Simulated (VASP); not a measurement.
# CoO (P1) in VASP: a series of runs

Runs on CoO. Level: PBE. Tasks: single point.

All numbers are computed with VASP 6.6.1; they aren't measurements. Logs are shortened: lines on timing, memory, paths and dates and some standing lists are left out, and cuts for length are marked.

## 1. The cell of the first run

The typed cell holds 2 atoms: a = 2.998 Å, b = 2.998 Å, c = 2.998 Å, α = 119.60°, β = 119.60°, γ = 90.69°.

## 2. Single point, PBE, collinear spin, ferromagnetic start

INCAR

```
SYSTEM = CoO
  PREC = Accurate
  ENCUT = 520
  EDIFF = 1E-6
  ISMEAR = 0
  SIGMA = 0.05
  LREAL = .FALSE.
  LASPH = .TRUE.
  NELM = 150
  ALGO = Normal
  ISIF = 2
  LWAVE = .FALSE.
  LCHARG = .FALSE.
  ISPIN = 2
  MAGMOM = 2 0
  LORBIT = 11
  LMAXMIX = 4
  GGA = PE
  NBANDS = 18
```

KPOINTS

```
regular mesh
0
G
  8 8 9
  0 0 0
```

POSCAR

```
CoO
1.0
   -1.5080004400      1.5080004400      2.1072503600
    1.5080004400     -1.5080004400      2.1072503600
    1.5080004400      1.5080004400     -2.1072503600
Co O
1 1
Direct
   -0.0052800000      0.0049430000      0.0153250000
    0.5146290000      0.4995850000      0.0049600000
```

Potentials or basis: VASP PAW PBE potentials, release 64 (Co, O).

Command:

```sh
$ cat potpaw_PBE.64/Co/POTCAR potpaw_PBE.64/O/POTCAR > POTCAR
$ mpirun -np 1 vasp_std > vasp.out
```

OUTCAR:

```text
SYSTEM = CoO
   PREC = Accurate
   ENCUT = 520
   EDIFF = 1E-6
   ISMEAR = 0
   LREAL = .FALSE.
   LASPH = .TRUE.
   NELM = 150
   ISIF = 2
   ISPIN = 2
   LORBIT = 11
   GGA = PE

 ion  position               nearest neighbor table
   1  0.995  0.005  0.015-   2 2.06   2 2.08   2 2.11   2 2.16   2 2.16   2 2.19
   2  0.515  0.500  0.005-   1 2.06   1 2.08   1 2.11   1 2.16   1 2.16   1 2.19

  LATTYP: Found a body centered tetragonal cell.
 ALAT       =     3.0160008800
 C/A-ratio  =     1.3973804676

  Lattice vectors:

 A1 = (  -1.5080004400,   1.5080004400,   2.1072503600)
 A2 = (   1.5080004400,  -1.5080004400,   2.1072503600)
 A3 = (   1.5080004400,   1.5080004400,  -2.1072503600)

Analysis of symmetry for initial positions (statically):
=====================================================================
 Subroutine PRICEL returns:
 Original cell was already a primitive cell.

 Routine SETGRP: Setting up the symmetry group for a
 body centered tetragonal supercell.

 Subroutine GETGRP returns: Found  1 space group operations
 (whereof  1 operations were pure point group operations)
 out of a pool of 16 trial point group operations.

The static configuration has the point symmetry C_1 .

Analysis of symmetry for dynamics (positions and initial velocities):
=====================================================================
 Subroutine PRICEL returns:
 Original cell was already a primitive cell.

 Routine SETGRP: Setting up the symmetry group for a
 body centered tetragonal supercell.

 Subroutine GETGRP returns: Found  1 space group operations
 (whereof  1 operations were pure point group operations)
 out of a pool of 16 trial point group operations.

The dynamic configuration has the point symmetry C_1 .

Analysis of structural, dynamic, and magnetic symmetry:
=====================================================================
 Subroutine PRICEL returns:
 Original cell was already a primitive cell.

 Routine SETGRP: Setting up the symmetry group for a
 body centered tetragonal supercell.

 Subroutine GETGRP returns: Found  1 space group operations
 (whereof  1 operations were pure point group operations)
 out of a pool of 16 trial point group operations.

The overall configuration has the point symmetry C_1 .

 Subroutine INISYM returns: Found  1 space group operations
 (whereof  1 operations are pure point group operations),
 and found     1 'primitive' translations

----------------------------------------------------------------------------------------

                                     Primitive cell

  volume of cell :      19.1681

  direct lattice vectors                    reciprocal lattice vectors
    -1.508000440  1.508000440  2.107250360     0.000000000  0.331564890  0.237276030
     1.508000440 -1.508000440  2.107250360     0.331564890  0.000000000  0.237276030
     1.508000440  1.508000440 -2.107250360     0.331564890  0.331564890  0.000000000

  length of vectors
     2.998105191  2.998105191  2.998105191     0.407719500  0.407719500  0.468903564

  position of ions in fractional coordinates (direct lattice)
     0.994720000  0.004943000  0.015325000
     0.514629000  0.499585000  0.004960000

  ion indices of the primitive-cell ions
   primitive index   ion index
                 1           1
                 2           2

----------------------------------------------------------------------------------------

 KPOINTS: regular mesh

Automatic generation of k-mesh.
 Grid dimensions read from file:
 generate k-points for:    8    8    9

 Generating k-lattice:

  Cartesian coordinates                     Fractional coordinates (reciprocal lattice)
     0.000000000  0.041445611  0.029659504     0.125000000  0.000000000  0.000000000
     0.041445611  0.000000000  0.029659504     0.000000000  0.125000000  0.000000000
     0.036840543  0.036840543  0.000000000     0.000000000  0.000000000  0.111111111

  Length of vectors
     0.050964938  0.050964938  0.052100396

  Shift w.r.t. Gamma in fractional coordinates (k-lattice)
     0.000000000  0.000000000  0.000000000

 -----------------------------------------------------------------------------
[... 20 lines left out ...]

 Subroutine IBZKPT returns following result:
 ===========================================

 Found    290 irreducible k-points:

 Following reciprocal coordinates:
            Coordinates               Weight
  0.000000  0.000000  0.000000      1.000000
  0.125000 -0.000000  0.000000      2.000000
  0.250000 -0.000000  0.000000      2.000000
  0.375000 -0.000000  0.000000      2.000000
  0.500000 -0.000000  0.000000      1.000000
 -0.000000  0.125000  0.000000      2.000000
[... 16 lines left out ...]
  0.125000  0.375000  0.000000      2.000000
  0.250000  0.375000  0.000000      2.000000
 [... further k-points ...]
   k-points           NKPTS =    290   k-points in BZ     NKDIM =    290   number of bands    NBANDS=     18
   number of dos      NEDOS =    301   number of ions     NIONS =      2
   total plane-waves  NPLWV =  13824
   dimension x,y,z NGX =    24 NGY =   24 NGZ =   24
   dimension x,y,z NGXF=    48 NGYF=   48 NGZF=   48
   ions per type =               1   1
   NGX,Y,Z   is equivalent  to a cutoff of  13.31, 13.31, 13.31 a.u.
   NGXF,Y,Z  is equivalent  to a cutoff of  26.62, 26.62, 26.62 a.u.
 SYSTEM =  CoO
   PREC   = accura    normal or accurate (medium, high low for compatibility)
   ISTART =      0    job   : 0-new  1-cont  2-samecut
   ICHARG =      2    charge: 1-file 2-atom 10-const
   ISPIN  =      2    spin polarized calculation?
   LNONCOLLINEAR =      F non collinear calculations
   LSORBIT =      F    spin-orbit coupling
   LASPH  =      T    aspherical Exc in radial PAW
   ENCUT  =  520.0 eV  38.22 Ry    6.18 a.u.   5.57  5.57  5.57*2*pi/ulx,y,z
   NELM   =    150;   NELMIN=  2; NELMDL= -5     # of ELM steps
   EDIFF  = 0.1E-05   stopping-criterion for ELM
   LREAL  =      F    real-space projection
   EDIFFG = 0.1E-04   stopping-criterion for IOM
   NSW    =      0    number of steps for IOM
   IBRION =     -1    ionic relax: 0-MD 1-quasi-New 2-CG
   NFREE  =      0    steps in history (QN), initial steepest desc. (CG)
   ISIF   =      2    stress and relaxation
   ISYM   =      2    0-nonsym 1-usesym 2-fastsym
   POTIM  = 0.5000    time-step for ionic-motion
   TEBEG  =    0.0;   TEEND  =   0.0 temperature during run
   PSTRESS=    0.0 pullay stress
   NELECT =      15.0000    total number of electrons
   NUPDOWN=      -1.0000    fix difference up-down
   EMIN   =  10.00;   EMAX   =-10.00  energy-range for DOS
   EFERMI =   0.00;   METHOD = LEGACY
   ISMEAR =     0;   SIGMA  =   0.05  broadening in eV -4-tet -1-fermi 0-gaus
   EFERMI_NEDOS =   21; number of points for ismear=-14 and -15
   IALGO  =     38    algorithm
   IMIX   =      4    mixing-type and parameters
     AMIX     =   0.40;   BMIX     =  1.00
     AMIX_MAG =   1.60;   BMIX_MAG =  1.00
  volume/ion in A,a.u.               =       9.58        64.68
  Fermi-wavevector in a.u.,A,eV,Ry     =   1.508617  2.850872 30.965828  2.275924
  Thomas-Fermi vector in A             =   2.619047
   LORBIT       =     11    0 simple, 1 ext, 2 COOP (PROOUT), +10 PAW based schemes
   GGA     = PE    functional components
   LHFCALC =     F    Hartree Fock is set to
   AEXX    =    0.0000 exact exchange contribution
   IVDW    =     0    specifies the selected vdW correction
   LEPSILON=     F    determine dielectric tensor
   LRPA    =     F    only Hartree local field effects (RPA)
 spin polarized calculation
 Gauss-broadening in eV      SIGMA  =   0.05
  energy-cutoff  :      520.00
  volume of cell :       19.17
 maximum number of plane-waves:       532
 NGX is ok and might be reduce to    24
   NGX = 11   NGY = 11   NGZ = 11

 number of electron      15.0000000 magnetization       2.9070903

 Free energy of the ion-electron system (eV)
  ---------------------------------------------------
  ext. energy  EPLUGINS =         0.00000000
  ---------------------------------------------------
  free energy    TOTEN  =       -13.04516660 eV

  energy without entropy =      -13.04065496  energy(sigma->0) =      -13.04291078

 E-fermi :   8.0223     XC(G=0): -12.4527

 val. band max:        8.0185509027   @ k =   0.3750  -0.1250   0.1111
 cond. band min:       8.0223163997   @ k =  -0.1250  -0.3750   0.1111
 fundamental gap:      0.0037654970
 Fermi energy:         8.0222988448

 spin component 1

 k-point     1 :       0.0000    0.0000    0.0000
  band No.  band energies     occupation
      1     -12.2540      1.00000
      2       4.3764      1.00000
      3       4.4394      1.00000
      4       4.5591      1.00000
      5       4.8435      1.00000
      6       4.9561      1.00000
[... 493 lines left out ...]
     17      36.6524      0.00000
     18      38.2603      0.00000

 [... further k-points ...]

 spin component 2

 k-point     1 :       0.0000    0.0000    0.0000
  band No.  band energies     occupation
      1     -11.7464      1.00000
      2       5.3001      1.00000
      3       5.3545      1.00000
      4       5.3807      1.00000
      5       6.9141      1.00000
      6       6.9599      1.00000
[... 493 lines left out ...]
     17      37.1209      0.00000
     18      38.8977      0.00000

 [... further k-points ...]

------------------------ aborting loop because EDIFF is reached ----------------------------------------

  FORCE on cell =-STRESS in cart. coord.  units (eV):
  Direction    XX          YY          ZZ          XY          YZ          ZX
  --------------------------------------------------------------------------------------
  -------------------------------------------------------------------------------------
  Total       -0.0636490     -0.0343531      0.0094289     -0.0002237     -0.0199011      0.0309778
  in kB       -5.3201381     -2.8714209      0.7881229     -0.0187019     -1.6634437      2.5892988
  external PRESSURE =      -2.4678120 kB  Pullay stress =       0.0000000 kB

 VOLUME and BASIS-vectors are now :
 -----------------------------------------------------------------------------
  energy-cutoff  :      520.00
  volume of cell :       19.17
      direct lattice vectors                 reciprocal lattice vectors
    -1.508000440  1.508000440  2.107250360     0.000000000  0.331564890  0.237276030
     1.508000440 -1.508000440  2.107250360     0.331564890  0.000000000  0.237276030
     1.508000440  1.508000440 -2.107250360     0.331564890  0.331564890  0.000000000

 POSITION                                       TOTAL-FORCE (eV/Angst)
 -----------------------------------------------------------------------------------
     -1.46947      1.51569      2.07425        -0.059685      0.023310      0.106138
     -0.01521      0.03017      2.12675         0.059685     -0.023310     -0.106138
 -----------------------------------------------------------------------------------
    total drift:                               -0.000108      0.000115      0.000059

  FREE ENERGIE OF THE ION-ELECTRON SYSTEM (eV)
  ---------------------------------------------------
  free  energy   TOTEN  =       -13.0451666021 eV

  energy  without entropy=      -13.0406549608  energy(sigma->0) =      -13.04291078

 total charge

# of ion       s       p       d       tot
------------------------------------------
    1        0.298   0.365   7.152   7.814
    2        1.556   3.429   0.000   4.985
--------------------------------------------------
tot          1.854   3.793   7.152  12.799

 magnetization (x)

# of ion       s       p       d       tot
------------------------------------------
    1        0.020   0.019   2.515   2.554
    2        0.029   0.274   0.000   0.302
--------------------------------------------------
tot          0.049   0.292   2.515   2.856
```

It took 3.1 min on 1 thread of AMD EPYC 9R14 (Zen 4), shared host; peak memory 0.24 GiB.

What came out:

```
Free energy                                           : -13.0452 eV
Pressure                                              : -0.2 GPa
Largest force                                         : 0.124 eV/Å
Net moment                                            : 2.91 μB per cell
Site moments                                          : Co +2.55; O +0.30 μB
Valence electrons inside the program's atomic spheres : Co 7.81; O 4.99
```

Forces on the atoms (eV/Å):
```
Co  -0.060  0.023  0.106
O    0.060 -0.023 -0.106
```

Stress tensor (GPa, compression positive):
```
-0.53  0.00  0.26
 0.00 -0.29 -0.17
 0.26 -0.17  0.08
```

Caveat: a cell with one magnetic atom can't hold antiferromagnetic order, which such compounds often take; semilocal functionals often make such compounds metallic where correlation or magnetic order opens a gap, which also shifts bond lengths.

## 3. Single point, PBE, collinear spin, ferromagnetic start

INCAR

```
  PREC = Accurate
  ENCUT = 520
  EDIFF = 1E-7
  ISMEAR = 0
  SIGMA = 0.05
  LREAL = False
  LASPH = True
  NELM = 150
  ALGO = Normal
  ISIF = 2
  LWAVE = False
  LCHARG = True
  ISPIN = 2
  MAGMOM = 2 0
  LORBIT = 11
  LMAXMIX = 4
  GGA = PE
  LELF = True
  LVHAR = True
  NBANDS = 18
```

KPOINTS

```
Automatic mesh
0
Gamma
  8 8 9
```

POSCAR is that of step 2.

Potentials or basis: VASP PAW PBE potentials, release 64 (Co, O).

Command:

```sh
$ cat potpaw_PBE.64/Co/POTCAR potpaw_PBE.64/O/POTCAR > POTCAR
$ mpirun -np 1 vasp_std > vasp.out
```

It took 3.7 min on 1 thread of AMD EPYC 9R14 (Zen 4), shared host; peak memory 0.24 GiB.

It converged, with:

```yaml
Free_energy: -13.0452 eV
Pressure: -0.2 GPa
Largest_force: 0.124 eV/Å
Net_moment: 2.91 μB per cell
Site_moments: Co +2.55; O +0.30 μB
Valence_electrons_inside_the_program's_atomic_spheres: Co 7.81; O 4.99
```

Forces on the atoms (eV/Å):
```
Co  -0.060  0.024  0.106
O    0.060 -0.024 -0.106
```

Stress tensor (GPa, compression positive):
```
-0.49 -0.08  0.26
-0.08 -0.25 -0.16
 0.26 -0.16  0.13
```

Levels at points of the mesh, in eV from the Fermi level:
Spin up:
```
           k point  band 7  band 8  band 9  band 10  band 11  band 12
(0.00, 0.00, 0.00)   -2.78   -2.77   -2.73     1.04    16.84    18.16
(0.50, 0.00, 0.00)   -1.80    0.06    0.17     5.12     9.38    13.39
(0.00, 0.50, 0.00)   -1.80    0.07    0.12     5.13     9.38    13.39
(0.50, 0.50, 0.00)   -2.39   -2.08   -2.03     5.89     9.85    11.73
```
Spin down:
```tsv
k point	band 2	band 3	band 4	band 5	band 6	band 7	band 8	band 9	band 10	band 11
(0.00, 0.00, 0.00)	-2.72	-2.67	-2.64	-1.11	-1.06	-1.00	0.08	0.13	1.58	16.76
(0.50, 0.00, 0.00)	-7.63	-4.71	-4.64	-0.16	-0.10	0.18	2.64	2.74	5.42	10.18
(0.00, 0.50, 0.00)	-7.64	-4.68	-4.66	-0.15	-0.11	0.18	2.65	2.68	5.44	10.18
(0.50, 0.50, 0.00)	-6.45	-3.92	-3.83	-2.18	0.10	0.14	0.52	0.99	6.74	10.33
```

Caveat: a cell with one magnetic atom can't hold antiferromagnetic order, which such compounds often take; semilocal functionals often make such compounds metallic where correlation or magnetic order opens a gap, which also shifts bond lengths.
